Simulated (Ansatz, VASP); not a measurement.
# One calculation of Re, two programs

File INCAR:

```
SYSTEM = Re
PREC = Accurate ; ENCUT = 520
EDIFF = 1E-6 ; ISMEAR = -1
SIGMA = 0.1 ; LREAL = .False.
LASPH = .True. ; NELM = 80
ALGO = Normal ; ISIF = 2
LWAVE = .False. ; LCHARG = .False.
GGA = RE ; NBANDS = 14
```

Contents of KPOINTS:

```
Automatic mesh
0
Gamma
  11 11 11
  0 0 0
```

The input POSCAR:

```
Re
1.0
    0.0000000000      2.7574723178      2.7574723178
    2.7574723178      0.0000000000      2.7574723178
    2.7574723178      2.7574723178      0.0000000000
Re
2
Direct
    0.1250000000      0.1250000000      0.1250000000
    0.8750000000      0.8750000000      0.8750000000
```

Input for Ansatz:

```yaml
crystal:
  lattice:
    - [0.0, 2.7574723178, 2.7574723178]
    - [2.7574723178, 0.0, 2.7574723178]
    - [2.7574723178, 2.7574723178, 0.0]
  atoms:
    - { symbol: Re, position: [0.125, 0.125, 0.125] }
    - { symbol: Re, position: [0.875, 0.875, 0.875] }
hamiltonian:
  xc: revpbe
  pseudopotentials:
    kind: paw
    azcp:
      Re: "pseudopotentials/Re.paw.azcp"
basis:
  ecutwfc: 420
  fft_grid_basis: typed
kpoints:
  mp_grid: { grid: [11, 11, 11], shift: [0, 0, 0] }
magnetization:
  spin_polarized: false
scf:
  occupations: { method: fermi_dirac, width: 0.1 }
  lower_state_search: "off"
output:
  stress: true
  write_density: true
  write_potential: true
  elf: true
  volumetric_format: npy
```

Alike in both runs: task single point; functional revPBE; k mesh 11 × 11 × 11; occupations fermi-dirac, width 0.1 eV; no spin polarisation.

|  | VASP | Ansatz |
| --- | --- | --- |
| version | VASP 6.6.1 | Ansatz 0.2.0 |
| potentials or method | VASP PAW PBE potentials, release 64 (Re), cutoff 520 eV | plane waves (420 eV) with PAW, scalar-relativistic |
| valence electrons in the cell | 14 | 30 |

VASP gave:

- pressure (GPa): 14.8

Question: Which values does Ansatz return?

Answer: Pressure (GPa): 17.1.

VASP's potentials were made for PBE, not for revPBE. VASP's potentials hold 14 valence electrons a cell and Ansatz's 30, so a difference there can come from the potentials and not from the codes.

Spin-orbit coupling is off throughout.
